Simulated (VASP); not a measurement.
# Al9H: single point with PBE

The system is Al9H, a slab with vacuum.

```
Al H
1.0
     2.85432    0.00000    0.00000
    -1.42716    9.70333    0.00000
     0.00000    0.00000   21.79027
Al H
9 1
Cartesian
  1.4272 0.6297 4.0000
  1.4272 3.3179 4.9960
  0.0000 5.7962 5.1952
  1.4272 8.2746 5.3944
  0.0003 1.2395 6.4001
  -0.0073 3.9228 7.5233
  1.4243 6.4014 7.6799
  -0.0084 8.8410 7.8611
  1.4323 1.7608 8.7903
  2.5027 9.0383 9.4803
```

```json
{
  "Program": "VASP 6.6.1",
  "Task": "single point",
  "Functional": "PBE",
  "Potentials or basis": "VASP PAW PBE potentials, release 64 (Al, H)",
  "Cutoff": "520 eV",
  "k mesh": "9 × 3 × 1",
  "Occupations": "gaussian, width 0.1 eV",
  "Spin": "no spin polarisation",
  "Dipole correction": "yes",
  "Further INCAR settings": "ALGO = Normal; EDIFF = 1e-07; NBANDS = 25"
}
```

```json
{
  "Largest force": "0.420 eV/Å",
  "Band gap on the k mesh": "zero (bands 14 and 15 overlap by 0.65 eV)"
}
```

Forces in eV/Å, atoms in the order of the input:
```
Al   0.044  0.098  0.085
Al   0.027  0.153 -0.023
Al  -0.022 -0.035  0.029
Al   0.018 -0.216 -0.149
Al  -0.063 -0.181  0.167
Al   0.031  0.205 -0.025
Al  -0.033 -0.217 -0.128
Al  -0.063 -0.266  0.117
Al  -0.055  0.150  0.189
H    0.116  0.308 -0.260
```

Levels at points of the mesh, in eV from the Fermi level:
```
           k point  band 10  band 11  band 12  band 13  band 14  band 15  band 16  band 17  band 18  band 19
(0.00, 0.00, 0.00)    -3.05    -2.06    -1.90    -1.54    -1.30     0.44     1.37     1.92     2.06     2.52
```

It took 10 min on 1 thread of Intel(R) Xeon(R) 6975P-C (Granite Rapids), with other jobs on the host, peak memory 0.73 GiB.
